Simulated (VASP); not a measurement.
# Cs (Pm-3m) in VASP: further runs

Runs on Cs. Level: PBE. Tasks: single point.

Everything below comes from runs of VASP 6.6.1. Logs are shortened: lines on timing, memory, paths and dates and some standing lists are left out, and cuts for length are marked.

### 1 The cell of the first run

Symmetry: Pm-3m, No. 221, cubic system. The conventional cell has a = 4.927 Å, b = 4.927 Å, c = 4.927 Å, α = 90.00°, β = 90.00°, γ = 90.00°.

This isn't the form of Cs at room conditions, which is bcc.

### 2 Single point, PBE (119.58 Å³/atom)

Input file INCAR:

```
  PREC = Accurate
  ENCUT = 520
  EDIFF = 1E-6
  ISMEAR = -1
  SIGMA = 0.08
  LREAL = F
  LASPH = T
  NELM = 60
  ALGO = Normal
  ISIF = 2
  LWAVE = F
  LCHARG = F
  GGA = PE
  NBANDS = 10
```

Input file KPOINTS:

```
regular mesh
0
Gamma
  8 8 8
```

Input file POSCAR:

```
Cs
1.0
    4.9266529568      0.0000000000      0.0000000000
    0.0000000000      4.9266529568      0.0000000000
    0.0000000000      0.0000000000      4.9266529568
Cs
1
Direct
    0.0000000000      0.0000000000      0.0000000000
```

Potentials or basis: VASP PAW PBE potentials, release 64 (Cs_sv).

The run is started by

```console
$ cat potpaw_PBE.64/Cs_sv/POTCAR > POTCAR
$ mpirun -np 1 vasp_std > vasp.out
```

OUTCAR:

```text
PREC = Accurate
   ENCUT = 520
   EDIFF = 1E-6
   ISMEAR = -1
   LREAL = F
   LASPH = T
   NELM = 60
   ISIF = 2
   GGA = PE

 ion  position               nearest neighbor table
   1  0.000  0.000  0.000-

  LATTYP: Found a simple cubic cell.
 ALAT       =     4.9266529568

  Lattice vectors:

 A1 = (   4.9266529568,   0.0000000000,   0.0000000000)
 A2 = (   0.0000000000,   4.9266529568,   0.0000000000)
 A3 = (   0.0000000000,   0.0000000000,   4.9266529568)

Analysis of symmetry for initial positions (statically):
=====================================================================
 Subroutine PRICEL returns:
 Original cell was already a primitive cell.

 Routine SETGRP: Setting up the symmetry group for a
 simple cubic supercell.

 Subroutine GETGRP returns: Found 48 space group operations
 (whereof 48 operations were pure point group operations)
 out of a pool of 48 trial point group operations.

The static configuration has the point symmetry O_h .

Analysis of symmetry for dynamics (positions and initial velocities):
=====================================================================
 Subroutine PRICEL returns:
 Original cell was already a primitive cell.

 Routine SETGRP: Setting up the symmetry group for a
 simple cubic supercell.

 Subroutine GETGRP returns: Found 48 space group operations
 (whereof 48 operations were pure point group operations)
 out of a pool of 48 trial point group operations.

The dynamic configuration has the point symmetry O_h .

 Subroutine INISYM returns: Found 48 space group operations
 (whereof 48 operations are pure point group operations),
 and found     1 'primitive' translations

----------------------------------------------------------------------------------------

                                     Primitive cell

  volume of cell :     119.5793

  direct lattice vectors                    reciprocal lattice vectors
     4.926652957  0.000000000  0.000000000     0.202977561  0.000000000  0.000000000
     0.000000000  4.926652957  0.000000000     0.000000000  0.202977561  0.000000000
     0.000000000  0.000000000  4.926652957     0.000000000  0.000000000  0.202977561

  length of vectors
     4.926652957  4.926652957  4.926652957     0.202977561  0.202977561  0.202977561

  position of ions in fractional coordinates (direct lattice)
     0.000000000  0.000000000  0.000000000

  ion indices of the primitive-cell ions
   primitive index   ion index
                 1           1

[... 79 lines left out ...]
   POTIM  = 0.5000    time-step for ionic-motion
   TEBEG  =    0.0;   TEEND  =   0.0 temperature during run
   PSTRESS=    0.0 pullay stress
   NELECT =       9.0000    total number of electrons
   NUPDOWN=      -1.0000    fix difference up-down
   EMIN   =  10.00;   EMAX   =-10.00  energy-range for DOS
   EFERMI =   0.00;   METHOD = LEGACY
   ISMEAR =    -1;   SIGMA  =   0.08  broadening in eV -4-tet -1-fermi 0-gaus
   EFERMI_NEDOS =   21; number of points for ismear=-14 and -15
   IALGO  =     38    algorithm
   IMIX   =      4    mixing-type and parameters
     AMIX     =   0.40;   BMIX     =  1.00
     AMIX_MAG =   1.60;   BMIX_MAG =  1.00
  volume/ion in A,a.u.               =     119.58       806.96
  Fermi-wavevector in a.u.,A,eV,Ry     =   0.691200  1.306179  6.500284  0.477757
  Thomas-Fermi vector in A             =   1.772784
   LORBIT       =      0    0 simple, 1 ext, 2 COOP (PROOUT), +10 PAW based schemes
   GGA     = PE    functional components
   LHFCALC =     F    Hartree Fock is set to
   AEXX    =    0.0000 exact exchange contribution
   IVDW    =     0    specifies the selected vdW correction
   LEPSILON=     F    determine dielectric tensor
   LRPA    =     F    only Hartree local field effects (RPA)
 non-spin polarized calculation
  energy-cutoff  :      520.00
  volume of cell :      119.58
 maximum number of plane-waves:      3242
 NGX is ok and might be reduce to    40
   NGX = 19   NGY = 19   NGZ = 19

 number of electron       8.9999998 magnetization

 Free energy of the ion-electron system (eV)
  ---------------------------------------------------
  ext. energy  EPLUGINS =         0.00000000
  ---------------------------------------------------
  free energy    TOTEN  =        -0.76800238 eV

  energy without entropy =       -0.74409618  energy(sigma->0) =       -0.75604928

 E-fermi :   0.3901     XC(G=0):  -5.2999

 val. band max:        0.3427444509   @ k =   0.5000   0.1250   0.0000
 cond. band min:       0.4986791025   @ k =   0.5000   0.1250   0.1250
 fundamental gap:      0.1559346517
 Fermi energy:         0.3900865342

 k-point     1 :       0.0000    0.0000    0.0000
  band No.  band energies     occupation
      1     -23.6489      2.00000
      2     -10.3703      2.00000
      3     -10.3703      2.00000
      4     -10.3703      2.00000
      5      -1.2542      2.00000
      6       1.7206      0.00000
      7       1.7206      0.00000
      8       4.7413      0.00000
      9       4.7413      0.00000
     10       4.7413      0.00000
[... 287 lines left out ...]
 k-point    24 :       0.5000    0.3750    0.1250
  band No.  band energies     occupation
      1     -23.6327      2.00000
      2     -10.5355      2.00000
      3     -10.5062      2.00000
      4     -10.3665      2.00000
      5       0.7825      0.01470
      6       1.4386      0.00000
      7       2.2783      0.00000
      8       2.5165      0.00000
      9       3.6761      0.00000
     10       3.7591      0.00000

 [... further k-points ...]

------------------------ aborting loop because EDIFF is reached ----------------------------------------

  FORCE on cell =-STRESS in cart. coord.  units (eV):
  Direction    XX          YY          ZZ          XY          YZ          ZX
  --------------------------------------------------------------------------------------
  -------------------------------------------------------------------------------------
  Total        0.0849328      0.0849328      0.0849328     -0.0000000      0.0000000      0.0000000
  in kB        1.1379679      1.1379679      1.1379679     -0.0000000      0.0000000      0.0000000
  external PRESSURE =       1.1379679 kB  Pullay stress =       0.0000000 kB

 VOLUME and BASIS-vectors are now :
 -----------------------------------------------------------------------------
  energy-cutoff  :      520.00
  volume of cell :      119.58
      direct lattice vectors                 reciprocal lattice vectors
     4.926652957  0.000000000  0.000000000     0.202977561  0.000000000  0.000000000
     0.000000000  4.926652957  0.000000000     0.000000000  0.202977561  0.000000000
     0.000000000  0.000000000  4.926652957     0.000000000  0.000000000  0.202977561

 POSITION                                       TOTAL-FORCE (eV/Angst)
 -----------------------------------------------------------------------------------
      0.00000      0.00000      0.00000         0.000000      0.000000      0.000000
 -----------------------------------------------------------------------------------
    total drift:                                0.000000     -0.000000     -0.000000

  FREE ENERGIE OF THE ION-ELECTRON SYSTEM (eV)
  ---------------------------------------------------
  free  energy   TOTEN  =        -0.7680023822 eV

  energy  without entropy=       -0.7440961769  energy(sigma->0) =       -0.75604928
```

stdout:

```text
POSCAR found type information on POSCAR Cs
 POSCAR found :  1 types and       1 ions
 scaLAPACK will be used
 LDA part: xc-table for (Slater+PW92), standard interpolation
 POSCAR, INCAR and KPOINTS ok, starting setup
 FFT: planning ... GRIDC
 FFT: planning ... GRID_SOFT
 FFT: planning ... GRID
 WAVECAR not read
 entering main loop
```

Run time: 41 s. Hardware: 1 thread of Intel Xeon 8259CL, shared host; peak memory 0.24 GiB.

Results:

| Quantity | Value |
| --- | --- |
| Free energy | -0.7680 eV |
| Pressure | 0.1 GPa |
| Band gap on the k mesh | zero (an odd number of electrons rules out a gap without spin polarisation) |

Caveat: spin-orbit coupling is left out, which moves the levels of the heavy elements.

### 3 Single point, PBE (119.58 Å³/atom)

Input file INCAR:

```
SYSTEM = Cs
ALGO = Normal
EDIFF = 1E-6
ENCUT = 520
GGA = PE
ISIF = 2
ISMEAR = -1
LASPH = .True.
LCHARG = .False.
LREAL = .False.
LWAVE = .False.
NBANDS = 10
NELM = 60
PREC = Accurate
SIGMA = 0.08
```

Input file KPOINTS:

```
k-points
0
Gamma
  8 8 8
  0 0 0
```

POSCAR is that of step 2.

Potentials or basis: VASP PAW PBE potentials, release 64 (Cs_sv).

The run is started by

```console
$ cat potpaw_PBE.64/Cs_sv/POTCAR > POTCAR
$ mpirun -np 1 vasp_std > vasp.out
```

OUTCAR:

```text
SYSTEM = Cs
   EDIFF = 1E-6
   ENCUT = 520
   GGA = PE
   ISIF = 2
   ISMEAR = -1
   LASPH = .True.
   LREAL = .False.
   NELM = 60
   PREC = Accurate

 ion  position               nearest neighbor table
   1  0.000  0.000  0.000-

  LATTYP: Found a simple cubic cell.
 ALAT       =     4.9266529568

  Lattice vectors:

 A1 = (   4.9266529568,   0.0000000000,   0.0000000000)
 A2 = (   0.0000000000,   4.9266529568,   0.0000000000)
 A3 = (   0.0000000000,   0.0000000000,   4.9266529568)

[... 488 lines left out ...]
      9       3.6761      0.00000
     10       3.7591      0.00000

 [... further k-points ...]

------------------------ aborting loop because EDIFF is reached ----------------------------------------

  FORCE on cell =-STRESS in cart. coord.  units (eV):
  Direction    XX          YY          ZZ          XY          YZ          ZX
  --------------------------------------------------------------------------------------
  -------------------------------------------------------------------------------------
  Total        0.0849328      0.0849328      0.0849328     -0.0000000      0.0000000      0.0000000
  in kB        1.1379679      1.1379679      1.1379679     -0.0000000      0.0000000      0.0000000
  external PRESSURE =       1.1379679 kB  Pullay stress =       0.0000000 kB

 VOLUME and BASIS-vectors are now :
 -----------------------------------------------------------------------------
  energy-cutoff  :      520.00
  volume of cell :      119.58
      direct lattice vectors                 reciprocal lattice vectors
     4.926652957  0.000000000  0.000000000     0.202977561  0.000000000  0.000000000
     0.000000000  4.926652957  0.000000000     0.000000000  0.202977561  0.000000000
     0.000000000  0.000000000  4.926652957     0.000000000  0.000000000  0.202977561

 POSITION                                       TOTAL-FORCE (eV/Angst)
 -----------------------------------------------------------------------------------
      0.00000      0.00000      0.00000         0.000000      0.000000      0.000000
 -----------------------------------------------------------------------------------
    total drift:                                0.000000     -0.000000     -0.000000

  FREE ENERGIE OF THE ION-ELECTRON SYSTEM (eV)
  ---------------------------------------------------
  free  energy   TOTEN  =        -0.7680023822 eV

  energy  without entropy=       -0.7440961769  energy(sigma->0) =       -0.75604928
```

Run time: 48 s. Hardware: 1 thread of Intel Xeon 8259CL, shared host; peak memory 0.24 GiB.

Results:

```yaml
Free_energy: -0.7680 eV
Pressure: 0.1 GPa
Band_gap_on_the_k_mesh: zero (an odd number of electrons rules out a gap without spin polarisation)
```

Caveat: spin-orbit coupling is left out, which moves the levels of the heavy elements.
